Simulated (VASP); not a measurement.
# SrO (rock salt type) in VASP: further runs

Aim: see how the results for SrO (rock salt type) move with the level of theory and the settings. Levels: PBE, HSE06. Tasks: single point.

Everything below comes from runs of VASP 6.6.1. Logs are shortened: lines on timing, memory, paths and dates and some standing lists are left out, and cuts for length are marked.

## 1. The cell of the first run

It takes space group I4mm (No. 107, tetragonal). The conventional cell has a = 3.677 Å, b = 3.677 Å, c = 5.200 Å, α = 90.00°, β = 90.00°, γ = 90.00°. Within 3.4 Å of Sr (site symmetry 4mm) lie 6 O at 2.58 to 2.62 Å. O (site symmetry 4mm) has 6 Sr at 2.58 to 2.62 Å within 3.4 Å.

## 2. Single point, PBE

INCAR reads:

```
PREC     = Accurate       # precision mode
ENCUT    = 520            # plane-wave cutoff, eV
EDIFF    = 1E-6           # SCF threshold, eV
ISMEAR   = -1             # smearing method
SIGMA    = 0.1            # smearing width, eV
LREAL    = False          # projectors in reciprocal space
LASPH    = True           # aspherical terms in the spheres
NELM     = 60             # most SCF steps
ALGO     = Normal         # electronic algorithm
ISIF     = 2              # what is computed and relaxed
LWAVE    = False          # write WAVECAR
LCHARG   = False          # write CHGCAR
GGA      = PE             # functional
NBANDS   = 15             # bands
```

KPOINTS reads:

```
Automatic mesh
0
Gamma
  8 8 8
```

POSCAR reads:

```
SrO
1.0
    0.0000000000      2.6000000000      2.6000000000
    2.6000000000      0.0000000000      2.6000000000
    2.6000000000      2.6000000000      0.0000000000
Sr O
1 1
Direct
   -0.0038461538      0.0038461538      0.0038461538
    0.5000000000      0.5000000000      0.5000000000
```

Potentials or basis: VASP PAW PBE potentials, release 64 (Sr_sv, O).

Launch:

```console
$ cat potpaw_PBE.64/Sr_sv/POTCAR potpaw_PBE.64/O/POTCAR > POTCAR
$ mpirun -np 1 vasp_std > vasp.out
```

OUTCAR:

```text
PREC = Accurate
   ENCUT = 520
   EDIFF = 1E-6
   ISMEAR = -1
   LREAL = False
   LASPH = True
   NELM = 60
   ISIF = 2
   GGA = PE

 ion  position               nearest neighbor table
   1  0.996  0.004  0.004-   2 2.58   2 2.60   2 2.60   2 2.60   2 2.60   2 2.62
   2  0.500  0.500  0.500-   1 2.58   1 2.60   1 2.60   1 2.60   1 2.60   1 2.62

  LATTYP: Found a face centered cubic cell.
 ALAT       =     5.2000000000

  Lattice vectors:

 A1 = (   0.0000000000,   2.6000000000,   2.6000000000)
 A2 = (   2.6000000000,   0.0000000000,   2.6000000000)
 A3 = (   2.6000000000,   2.6000000000,   0.0000000000)

Analysis of symmetry for initial positions (statically):
=====================================================================
 Subroutine PRICEL returns:
 Original cell was already a primitive cell.

 Routine SETGRP: Setting up the symmetry group for a
 face centered cubic supercell.

 Subroutine GETGRP returns: Found  8 space group operations
 (whereof  8 operations were pure point group operations)
 out of a pool of 48 trial point group operations.

The static configuration has the point symmetry C_4v.

Analysis of symmetry for dynamics (positions and initial velocities):
=====================================================================
 Subroutine PRICEL returns:
 Original cell was already a primitive cell.

 Routine SETGRP: Setting up the symmetry group for a
 face centered cubic supercell.

 Subroutine GETGRP returns: Found  8 space group operations
 (whereof  8 operations were pure point group operations)
 out of a pool of 48 trial point group operations.

The dynamic configuration has the point symmetry C_4v.

 Subroutine INISYM returns: Found  8 space group operations
 (whereof  8 operations are pure point group operations),
 and found     1 'primitive' translations

----------------------------------------------------------------------------------------

                                     Primitive cell

  volume of cell :      35.1520

  direct lattice vectors                    reciprocal lattice vectors
     0.000000000  2.600000000  2.600000000    -0.192307692  0.192307692  0.192307692
     2.600000000  0.000000000  2.600000000     0.192307692 -0.192307692  0.192307692
     2.600000000  2.600000000  0.000000000     0.192307692  0.192307692 -0.192307692

  length of vectors
     3.676955262  3.676955262  3.676955262     0.333086694  0.333086694  0.333086694

  position of ions in fractional coordinates (direct lattice)
     0.996153846  0.003846154  0.003846154
     0.500000000  0.500000000  0.500000000

  ion indices of the primitive-cell ions
   primitive index   ion index
                 1           1
                 2           2

----------------------------------------------------------------------------------------

 KPOINTS: Automatic mesh

Automatic generation of k-mesh.
 Grid dimensions read from file:
 generate k-points for:    8    8    8

 Generating k-lattice:

  Cartesian coordinates                     Fractional coordinates (reciprocal lattice)
    -0.024038462  0.024038462  0.024038462     0.125000000  0.000000000  0.000000000
     0.024038462 -0.024038462  0.024038462     0.000000000  0.125000000  0.000000000
     0.024038462  0.024038462 -0.024038462     0.000000000  0.000000000  0.125000000

  Length of vectors
     0.041635837  0.041635837  0.041635837

  Shift w.r.t. Gamma in fractional coordinates (k-lattice)
     0.000000000  0.000000000  0.000000000

 Subroutine IBZKPT returns following result:
 ===========================================

 Found     59 irreducible k-points:

 Following reciprocal coordinates:
            Coordinates               Weight
  0.000000  0.000000  0.000000      1.000000
  0.125000  0.000000  0.000000      8.000000
  0.250000  0.000000  0.000000      8.000000
  0.375000  0.000000  0.000000      8.000000
  0.500000  0.000000  0.000000      4.000000
  0.125000  0.125000  0.000000      4.000000
[... 16 lines left out ...]
  0.000000  0.375000  0.250000      8.000000
  0.500000  0.250000  0.000000     16.000000
 [... further k-points ...]
   k-points           NKPTS =     59   k-points in BZ     NKDIM =     59   number of bands    NBANDS=     15
   number of dos      NEDOS =    301   number of ions     NIONS =      2
   total plane-waves  NPLWV =  21952
   dimension x,y,z NGX =    28 NGY =   28 NGZ =   28
   dimension x,y,z NGXF=    56 NGYF=   56 NGZF=   56
   ions per type =               1   1
   NGX,Y,Z   is equivalent  to a cutoff of  12.66, 12.66, 12.66 a.u.
   NGXF,Y,Z  is equivalent  to a cutoff of  25.32, 25.32, 25.32 a.u.
 SYSTEM =  unknown system
   PREC   = accura    normal or accurate (medium, high low for compatibility)
   ISTART =      0    job   : 0-new  1-cont  2-samecut
   ICHARG =      2    charge: 1-file 2-atom 10-const
   ISPIN  =      1    spin polarized calculation?
   LNONCOLLINEAR =      F non collinear calculations
   LSORBIT =      F    spin-orbit coupling
   LASPH  =      T    aspherical Exc in radial PAW
   ENCUT  =  520.0 eV  38.22 Ry    6.18 a.u.   6.84  6.84  6.84*2*pi/ulx,y,z
   NELM   =     60;   NELMIN=  2; NELMDL= -5     # of ELM steps
   EDIFF  = 0.1E-05   stopping-criterion for ELM
   LREAL  =      F    real-space projection
[... 7 lines left out ...]
   TEBEG  =    0.0;   TEEND  =   0.0 temperature during run
   PSTRESS=    0.0 pullay stress
   NELECT =      16.0000    total number of electrons
   NUPDOWN=      -1.0000    fix difference up-down
   EMIN   =  10.00;   EMAX   =-10.00  energy-range for DOS
   EFERMI =   0.00;   METHOD = LEGACY
   ISMEAR =    -1;   SIGMA  =   0.10  broadening in eV -4-tet -1-fermi 0-gaus
   EFERMI_NEDOS =   21; number of points for ismear=-14 and -15
   IALGO  =     38    algorithm
   IMIX   =      4    mixing-type and parameters
     AMIX     =   0.40;   BMIX     =  1.00
     AMIX_MAG =   1.60;   BMIX_MAG =  1.00
  volume/ion in A,a.u.               =      17.58       118.61
  Fermi-wavevector in a.u.,A,eV,Ry     =   1.259307  2.379744 21.576841  1.585853
  Thomas-Fermi vector in A             =   2.392873
   LORBIT       =      0    0 simple, 1 ext, 2 COOP (PROOUT), +10 PAW based schemes
   GGA     = PE    functional components
   LHFCALC =     F    Hartree Fock is set to
   AEXX    =    0.0000 exact exchange contribution
   IVDW    =     0    specifies the selected vdW correction
   LEPSILON=     F    determine dielectric tensor
   LRPA    =     F    only Hartree local field effects (RPA)
 non-spin polarized calculation
  energy-cutoff  :      520.00
  volume of cell :       35.15
 maximum number of plane-waves:       960
   NGX = 13   NGY = 13   NGZ = 13

 number of electron      16.0000000 magnetization

 Free energy of the ion-electron system (eV)
  ---------------------------------------------------
  ext. energy  EPLUGINS =         0.00000000
  ---------------------------------------------------
  free energy    TOTEN  =       -12.05460867 eV

  energy without entropy =      -12.05460866  energy(sigma->0) =      -12.05460867

 E-fermi :   3.2609     XC(G=0):  -9.8685

 val. band max:        1.5065471162   @ k =   0.0000   0.0000   0.0000
 cond. band min:       4.7889791175   @ k =   0.0000   0.5000   0.5000
 fundamental gap:      3.2824320013
 Fermi energy:         3.2608861302

 k-point     1 :       0.0000    0.0000    0.0000
  band No.  band energies     occupation
      1     -31.0015      2.00000
      2     -13.5418      2.00000
      3     -12.6724      2.00000
      4     -12.6724      2.00000
      5     -12.6713      2.00000
      6       1.5064      2.00000
      7       1.5064      2.00000
      8       1.5065      2.00000
      9       5.2541      0.00000
     10       7.6427      0.00000
     11       7.6442      0.00000
     12       7.6442      0.00000
     13       9.7351      0.00000
     14       9.7374      0.00000
     15      14.0519      0.00000

 k-point     2 :       0.1250    0.0000    0.0000
  band No.  band energies     occupation
      1     -30.9843      2.00000
      2     -13.9145      2.00000
      3     -12.6839      2.00000
      4     -12.6837      2.00000
      5     -12.3413      2.00000
      6       1.0621      2.00000
      7       1.3215      2.00000
      8       1.3223      2.00000
      9       5.9398      0.00000
     10       7.4955      0.00000
     11       7.9373      0.00000
     12       7.9377      0.00000
     13      10.1201      0.00000
     14      10.1224      0.00000
     15      15.0108      0.00000

 k-point     3 :       0.2500    0.0000    0.0000
  band No.  band energies     occupation
      1     -30.9426      2.00000
      2     -14.4648      2.00000
      3     -12.7109      2.00000
      4     -12.7107      2.00000
      5     -11.8957      2.00000
      6       0.2619      2.00000
      7       0.9208      2.00000
      8       0.9214      2.00000
      9       7.3370      0.00000
     10       7.5296      0.00000
     11       8.7328      0.00000
     12       8.7331      0.00000
     13      11.0857      0.00000
     14      11.0880      0.00000
     15      16.8965      0.00000

 k-point     4 :       0.3750    0.0000    0.0000
  band No.  band energies     occupation
      1     -30.9002      2.00000
      2     -14.8682      2.00000
      3     -12.7374      2.00000
      4     -12.7373      2.00000
      5     -11.5970      2.00000
      6      -0.3667      2.00000
      7       0.5686      2.00000
      8       0.5690      2.00000
      9       7.7002      0.00000
     10       8.9713      0.00000
     11       9.6973      0.00000
     12       9.6973      0.00000
     13      12.2923      0.00000
     14      12.2952      0.00000
     15      16.5656      0.00000
[... 307 lines left out ...]
 k-point    22 :       0.3750    0.2500    0.0000
  band No.  band energies     occupation
      1     -30.8910      2.00000
      2     -14.3918      2.00000
      3     -12.9178      2.00000
      4     -12.8836      2.00000
      5     -12.1831      2.00000
      6       0.2602      2.00000
      7       1.1026      2.00000
      8       1.2096      2.00000
      9       5.7885      0.00000
     10       8.1760      0.00000
     11      10.4417      0.00000
     12      10.5992      0.00000
     13      11.2673      0.00000
     14      12.1484      0.00000
     15      17.0689      0.00000

 k-point    23 :       0.0000    0.3750    0.2500
  band No.  band energies     occupation
      1     -30.8910      2.00000
      2     -14.3925      2.00000
      3     -12.9175      2.00000
      4     -12.8834      2.00000
      5     -12.1829      2.00000
      6       0.2603      2.00000
      7       1.1041      2.00000
      8       1.2087      2.00000
      9       5.7870      0.00000
     10       8.1753      0.00000
     11      10.4461      0.00000
     12      10.5972      0.00000
     13      11.2658      0.00000
     14      12.1491      0.00000
     15      17.0699      0.00000

 k-point    24 :       0.5000    0.2500    0.0000
  band No.  band energies     occupation
      1     -30.8653      2.00000
      2     -14.5442      2.00000
      3     -13.0697      2.00000
      4     -12.8772      2.00000
      5     -12.0521      2.00000
      6       0.2976      2.00000
      7       0.7695      2.00000
      8       0.9073      2.00000
      9       6.4668      0.00000
     10       8.9165      0.00000
     11      10.3906      0.00000
     12      10.9627      0.00000
     13      12.3216      0.00000
     14      13.5222      0.00000
     15      14.8358      0.00000

 [... further k-points ...]

------------------------ aborting loop because EDIFF is reached ----------------------------------------

  FORCE on cell =-STRESS in cart. coord.  units (eV):
  Direction    XX          YY          ZZ          XY          YZ          ZX
  --------------------------------------------------------------------------------------
  -------------------------------------------------------------------------------------
  Total        0.0644985      0.0558396      0.0558396     -0.0000000      0.0000000      0.0000000
  in kB        2.9397494      2.5450870      2.5450870     -0.0000000      0.0000000      0.0000000
  external PRESSURE =       2.6766411 kB  Pullay stress =       0.0000000 kB

 VOLUME and BASIS-vectors are now :
 -----------------------------------------------------------------------------
  energy-cutoff  :      520.00
  volume of cell :       35.15
      direct lattice vectors                 reciprocal lattice vectors
     0.000000000  2.600000000  2.600000000    -0.192307692  0.192307692  0.192307692
     2.600000000  0.000000000  2.600000000     0.192307692 -0.192307692  0.192307692
     2.600000000  2.600000000  0.000000000     0.192307692  0.192307692 -0.192307692

 POSITION                                       TOTAL-FORCE (eV/Angst)
 -----------------------------------------------------------------------------------
      0.02000      2.60000      2.60000        -0.037649      0.000000      0.000000
      2.60000      2.60000      2.60000         0.037649      0.000000      0.000000
 -----------------------------------------------------------------------------------
    total drift:                               -0.000105      0.000000      0.000000

  FREE ENERGIE OF THE ION-ELECTRON SYSTEM (eV)
  ---------------------------------------------------
  free  energy   TOTEN  =       -12.0546086715 eV

  energy  without entropy=      -12.0546086597  energy(sigma->0) =      -12.05460867
```

Wall time 16 s (1 thread of Intel Xeon Platinum 8559C (Emerald Rapids), shared host); peak memory 0.17 GiB.

Results:

* Free energy: -12.0546 eV
* Pressure: 0.3 GPa
* Largest force: 0.038 eV/Å
* Band gap on the k mesh: 3.28 eV (least direct gap 3.39 eV)

Forces on the atoms (eV/Å):
```
Sr  -0.038  0.000  0.000
O    0.038  0.000  0.000
```

Levels at points of the mesh, in eV from the valence-band top:
```tsv
k point	band 5	band 6	band 7	band 8	band 9	band 10	band 11	band 12
(0.00, 0.00, 0.00)	-14.18	0.00	0.00	0.00	3.75	6.14	6.14	6.14
(0.50, 0.00, 0.00)	-13.00	-2.11	-1.07	-1.07	6.41	8.18	8.65	8.66
(0.50, 0.50, 0.00)	-14.50	-0.49	-0.11	-0.11	3.29	7.55	9.95	10.08
(0.00, 0.50, 0.50)	-14.51	-0.49	-0.11	-0.11	3.28	7.55	9.95	10.08
```

A k mesh can miss the band edges.

(Part 1 of 3 ends here.)
